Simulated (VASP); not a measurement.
# Ba2C3 (Pm-3m) in VASP: single point with PBE

Aim: the single point of Ba2C3 with PBE.

Program: VASP 6.6.1. These are calculated values, not measurements. Logs are shortened: lines on timing, memory, paths and dates and some standing lists are left out, and cuts for length are marked.

### 1 The cell of the first run

The structure is cubic, space group Pm-3m (No. 221). The conventional cell has a = 4.786 Å, b = 4.786 Å, c = 4.786 Å, α = 90.00°, β = 90.00°, γ = 90.00°. Ba (site symmetry m-3m) has 12 C at 3.38 Å and 8 Ba at 4.14 Å within 4.4 Å. Within 3.2 Å of Ba (site symmetry m-3m) lie 6 C at 2.39 Å. C (site symmetry 4/mmm) has 2 Ba at 2.39 Å within 3.2 Å.

### 2 Single point, PBE

File POSCAR:

```
Ba2C3
1.0
    4.7857087020      0.0000000000      0.0000000000
    0.0000000000      4.7857087020      0.0000000000
    0.0000000000      0.0000000000      4.7857087020
Ba C
2 3
Direct
    0.5000000000      0.5000000000      0.5000000000
    0.0000000000      0.0000000000      0.0000000000
    0.5000000000      0.0000000000      0.0000000000
    0.0000000000      0.5000000000      0.0000000000
    0.0000000000      0.0000000000      0.5000000000
```

File INCAR.step1:

```
SYSTEM = Ba2C3
PREC = Accurate ; ENCUT = 520
EDIFF = 1E-7 ; ISMEAR = 0
SIGMA = 0.1 ; LREAL = .FALSE.
LASPH = .TRUE. ; NELM = 100
ALGO = Normal ; ISIF = 2
LWAVE = .FALSE. ; LCHARG = .TRUE.
GGA = PE ; NBANDS = 24
```

File KPOINTS.step1:

```
regular mesh
0
G
  8 8 8
  0 0 0
```

File INCAR.step2:

```
SYSTEM = Ba2C3
PREC = Accurate ; ENCUT = 520
EDIFF = 1E-7 ; ISMEAR = -5
SIGMA = 0.1 ; LREAL = .FALSE.
LASPH = .TRUE. ; NELM = 100
ALGO = Normal ; ISIF = 2
LWAVE = .FALSE. ; LCHARG = .FALSE.
GGA = PE ; LORBIT = 11
NBANDS = 24 ; NEDOS = 1001
ICHARG = 11
```

File KPOINTS.step2:

```
regular mesh
0
G
  12 12 12
  0 0 0
```

Potentials or basis: VASP PAW PBE potentials, release 64 (Ba_sv, C).

Started as:

```console
cat potpaw_PBE.64/Ba_sv/POTCAR potpaw_PBE.64/C/POTCAR > POTCAR
cp INCAR.step1 INCAR
cp KPOINTS.step1 KPOINTS
mpirun -np 1 vasp_std > vasp.out
cp INCAR.step2 INCAR
cp KPOINTS.step2 KPOINTS
mpirun -np 1 vasp_std > vasp.out
```

OUTCAR:

```text
SYSTEM = Ba2C3
   PREC = Accurate
   ENCUT = 520
   EDIFF = 1E-7
   ISMEAR = -5
   LREAL = .FALSE.
   LASPH = .TRUE.
   NELM = 100
   ISIF = 2
   GGA = PE
   LORBIT = 11
   ICHARG = 11

 ion  position               nearest neighbor table
   1  0.500  0.500  0.500-   3 3.38   4 3.38   5 3.38   3 3.38   4 3.38   3 3.38   5 3.38   3 3.38
                             4 3.38   5 3.38   4 3.38   5 3.38   2 4.14   2 4.14   2 4.14   2 4.14
   2  0.000  0.000  0.000-   3 2.39   4 2.39   5 2.39   5 2.39   4 2.39   3 2.39   1 4.14   1 4.14
                             1 4.14   1 4.14   1 4.14   1 4.14   1 4.14   1 4.14
   3  0.500  0.000  0.000-   2 2.39   2 2.39   1 3.38   1 3.38   1 3.38   1 3.38
   4  0.000  0.500  0.000-   2 2.39   2 2.39   1 3.38   1 3.38   1 3.38   1 3.38
   5  0.000  0.000  0.500-   2 2.39   2 2.39   1 3.38   1 3.38   1 3.38   1 3.38

  LATTYP: Found a simple cubic cell.
 ALAT       =     4.7857087020

  Lattice vectors:

 A1 = (   4.7857087020,   0.0000000000,   0.0000000000)
 A2 = (   0.0000000000,   4.7857087020,   0.0000000000)
 A3 = (   0.0000000000,   0.0000000000,   4.7857087020)

Analysis of symmetry for initial positions (statically):
=====================================================================
 Subroutine PRICEL returns:
 Original cell was already a primitive cell.

 Routine SETGRP: Setting up the symmetry group for a
 simple cubic supercell.

 Subroutine GETGRP returns: Found 48 space group operations
 (whereof 48 operations were pure point group operations)
 out of a pool of 48 trial point group operations.

The static configuration has the point symmetry O_h .

Analysis of symmetry for dynamics (positions and initial velocities):
=====================================================================
 Subroutine PRICEL returns:
 Original cell was already a primitive cell.

 Routine SETGRP: Setting up the symmetry group for a
 simple cubic supercell.

 Subroutine GETGRP returns: Found 48 space group operations
 (whereof 48 operations were pure point group operations)
 out of a pool of 48 trial point group operations.

The dynamic configuration has the point symmetry O_h .

 Subroutine INISYM returns: Found 48 space group operations
 (whereof 48 operations are pure point group operations),
 and found     1 'primitive' translations

----------------------------------------------------------------------------------------

                                     Primitive cell

  volume of cell :     109.6071

  direct lattice vectors                    reciprocal lattice vectors
     4.785708702  0.000000000  0.000000000     0.208955468  0.000000000  0.000000000
     0.000000000  4.785708702  0.000000000     0.000000000  0.208955468  0.000000000
     0.000000000  0.000000000  4.785708702     0.000000000  0.000000000  0.208955468

  length of vectors
     4.785708702  4.785708702  4.785708702     0.208955468  0.208955468  0.208955468

  position of ions in fractional coordinates (direct lattice)
     0.500000000  0.500000000  0.500000000
     0.000000000  0.000000000  0.000000000
     0.500000000  0.000000000  0.000000000
     0.000000000  0.500000000  0.000000000
     0.000000000  0.000000000  0.500000000

  ion indices of the primitive-cell ions
   primitive index   ion index
                 1           1
                 2           2
                 3           3
                 4           4
                 5           5

----------------------------------------------------------------------------------------

 KPOINTS: regular mesh

Automatic generation of k-mesh.
 Grid dimensions read from file:
 generate k-points for:   12   12   12

 Generating k-lattice:

  Cartesian coordinates                     Fractional coordinates (reciprocal lattice)
     0.017412956  0.000000000  0.000000000     0.083333333  0.000000000  0.000000000
     0.000000000  0.017412956  0.000000000     0.000000000  0.083333333  0.000000000
     0.000000000  0.000000000  0.017412956     0.000000000  0.000000000  0.083333333

  Length of vectors
     0.017412956  0.017412956  0.017412956

  Shift w.r.t. Gamma in fractional coordinates (k-lattice)
     0.000000000  0.000000000  0.000000000

 TETIRR: Found    854 inequivalent tetrahedra from    10368

 Subroutine IBZKPT returns following result:
 ===========================================

 Found     84 irreducible k-points:

 Following reciprocal coordinates:
            Coordinates               Weight
  0.000000  0.000000  0.000000      1.000000
  0.083333  0.000000  0.000000      6.000000
  0.166667  0.000000  0.000000      6.000000
  0.250000  0.000000  0.000000      6.000000
  0.333333  0.000000  0.000000      6.000000
  0.416667  0.000000  0.000000      6.000000
[... 16 lines left out ...]
  0.333333  0.333333  0.000000     12.000000
  0.416667  0.333333  0.000000     24.000000
 [... further k-points ...]
   k-points           NKPTS =     84   k-points in BZ     NKDIM =     84   number of bands    NBANDS=     24
   number of dos      NEDOS =   1001   number of ions     NIONS =      5
   total plane-waves  NPLWV =  46656
   dimension x,y,z NGX =    36 NGY =   36 NGZ =   36
   dimension x,y,z NGXF=    72 NGYF=   72 NGZF=   72
   ions per type =               2   3
   NGX,Y,Z   is equivalent  to a cutoff of  12.51, 12.51, 12.51 a.u.
   NGXF,Y,Z  is equivalent  to a cutoff of  25.01, 25.01, 25.01 a.u.
 SYSTEM =  Ba2C3
   PREC   = accura    normal or accurate (medium, high low for compatibility)
   ISTART =      0    job   : 0-new  1-cont  2-samecut
   ICHARG =     11    charge: 1-file 2-atom 10-const
   ISPIN  =      1    spin polarized calculation?
   LNONCOLLINEAR =      F non collinear calculations
   LSORBIT =      F    spin-orbit coupling
   LASPH  =      T    aspherical Exc in radial PAW
   ENCUT  =  520.0 eV  38.22 Ry    6.18 a.u.   8.90  8.90  8.90*2*pi/ulx,y,z
   NELM   =    100;   NELMIN=  2; NELMDL=  0     # of ELM steps
   EDIFF  = 0.1E-06   stopping-criterion for ELM
   LREAL  =      F    real-space projection
   EDIFFG = 0.1E-05   stopping-criterion for IOM
   NSW    =      0    number of steps for IOM
   IBRION =     -1    ionic relax: 0-MD 1-quasi-New 2-CG
   NFREE  =      0    steps in history (QN), initial steepest desc. (CG)
   ISIF   =      2    stress and relaxation
   ISYM   =      2    0-nonsym 1-usesym 2-fastsym
   POTIM  = 0.5000    time-step for ionic-motion
   TEBEG  =    0.0;   TEEND  =   0.0 temperature during run
   PSTRESS=    0.0 pullay stress
   NELECT =      32.0000    total number of electrons
   NUPDOWN=      -1.0000    fix difference up-down
   EMIN   =  10.00;   EMAX   =-10.00  energy-range for DOS
   EFERMI =   0.00;   METHOD = LEGACY
   ISMEAR =    -5;   SIGMA  =   0.10  broadening in eV -4-tet -1-fermi 0-gaus
   EFERMI_NEDOS =   21; number of points for ismear=-14 and -15
   IALGO  =     38    algorithm
   IMIX   =      4    mixing-type and parameters
     AMIX     =   0.40;   BMIX     =  1.00
     AMIX_MAG =   1.60;   BMIX_MAG =  1.00
  volume/ion in A,a.u.               =      21.92       147.93
  Fermi-wavevector in a.u.,A,eV,Ry     =   1.086039  2.052315 16.047795  1.179480
  Thomas-Fermi vector in A             =   2.222166
   LORBIT       =     11    0 simple, 1 ext, 2 COOP (PROOUT), +10 PAW based schemes
   GGA     = PE    functional components
   LHFCALC =     F    Hartree Fock is set to
   AEXX    =    0.0000 exact exchange contribution
   IVDW    =     0    specifies the selected vdW correction
   LEPSILON=     F    determine dielectric tensor
   LRPA    =     F    only Hartree local field effects (RPA)
 non-spin polarized calculation
 Fermi weights with tetrahedron method with Bloechl corrections
  energy-cutoff  :      520.00
  volume of cell :      109.61
 maximum number of plane-waves:      3016
 NGX is ok and might be reduce to    36

 number of electron      31.9999997 magnetization

 Free energy of the ion-electron system (eV)
  ---------------------------------------------------
  ext. energy  EPLUGINS =         0.00000000
  ---------------------------------------------------
  free energy    TOTEN  =       -18.73502198 eV

  energy without entropy =      -18.73502198  energy(sigma->0) =      -18.73502198

 E-fermi :   1.9211     XC(G=0):  -9.3676

 val. band max:        1.9937146787   @ k =   0.0833   0.0000   0.0000
 cond. band min:       1.8885198609   @ k =   0.3333   0.0833   0.0000
 fundamental gap:     -0.1051948177
 Fermi energy:         1.9210660592

 k-point     1 :       0.0000    0.0000    0.0000
  band No.  band energies     occupation
      1     -25.0687      2.00000
      2     -23.9633      2.00000
      3     -10.4034      2.00000
      4     -10.4034      2.00000
      5     -10.4034      2.00000
      6      -9.7898      2.00000
[... 16 lines left out ...]
     23       5.4226      0.00000
     24       5.4226      0.00000

 k-point     2 :       0.0833    0.0000    0.0000
  band No.  band energies     occupation
      1     -25.0679      2.00000
      2     -23.9627      2.00000
      3     -10.4369      2.00000
      4     -10.3935      2.00000
      5     -10.3935      2.00000
      6      -9.8818      2.00000
[... 16 lines left out ...]
     23       5.4607      0.00000
     24       5.5984      0.00000
[... 565 lines left out ...]
     23       7.6869      0.00000
     24       7.7193      0.00000

 k-point    24 :       0.4167    0.3333    0.0000
  band No.  band energies     occupation
      1     -25.0522      2.00000
      2     -23.9419      2.00000
      3     -11.1767      2.00000
      4     -11.0758      2.00000
      5     -10.1822      2.00000
      6     -10.0764      2.00000
[... 16 lines left out ...]
     23       7.8523      0.00000
     24       7.8694      0.00000

 [... further k-points ...]

------------------------ aborting loop because EDIFF is reached ----------------------------------------

  FORCE on cell =-STRESS in cart. coord.  units (eV):
  Direction    XX          YY          ZZ          XY          YZ          ZX
  --------------------------------------------------------------------------------------
  -------------------------------------------------------------------------------------
  Total        2.1692604      2.1692604      2.1692604     -0.0000000     -0.0000000      0.0000000
  in kB       31.7090688     31.7090688     31.7090688     -0.0000000     -0.0000000      0.0000000
  external PRESSURE =      31.7090688 kB  Pullay stress =       0.0000000 kB

 VOLUME and BASIS-vectors are now :
 -----------------------------------------------------------------------------
  energy-cutoff  :      520.00
  volume of cell :      109.61
      direct lattice vectors                 reciprocal lattice vectors
     4.785708702  0.000000000  0.000000000     0.208955468  0.000000000  0.000000000
     0.000000000  4.785708702  0.000000000     0.000000000  0.208955468  0.000000000
     0.000000000  0.000000000  4.785708702     0.000000000  0.000000000  0.208955468

 POSITION                                       TOTAL-FORCE (eV/Angst)
 -----------------------------------------------------------------------------------
      2.39285      2.39285      2.39285         0.000000      0.000000      0.000000
      0.00000      0.00000      0.00000         0.000000      0.000000      0.000000
      2.39285      0.00000      0.00000         0.000000      0.000000      0.000000
      0.00000      2.39285      0.00000         0.000000      0.000000      0.000000
      0.00000      0.00000      2.39285         0.000000      0.000000      0.000000
 -----------------------------------------------------------------------------------
    total drift:                                0.000000      0.000000     -0.000000

  FREE ENERGIE OF THE ION-ELECTRON SYSTEM (eV)
  ---------------------------------------------------
  free  energy   TOTEN  =       -18.7350219757 eV

  energy  without entropy=      -18.7350219757  energy(sigma->0) =      -18.73502198

 total charge

# of ion       s       p       d       tot
------------------------------------------
    1        2.004   5.599   0.240   7.842
    2        2.068   5.378   1.167   8.613
    3        0.999   1.148   0.000   2.148
    4        0.999   1.148   0.000   2.148
    5        0.999   1.148   0.000   2.148
--------------------------------------------------
tot          7.069  14.422   1.407  22.898
```

Wall time 2.2 min (1 thread of AMD EPYC 9R45 (Zen 5), shared host); peak memory 0.29 GiB.

What came out:

- Valence electrons inside the program's atomic spheres: Ba 7.84, 8.61; C 2.15

Caveat: spin-orbit coupling is left out, which moves the levels of the heavy elements.
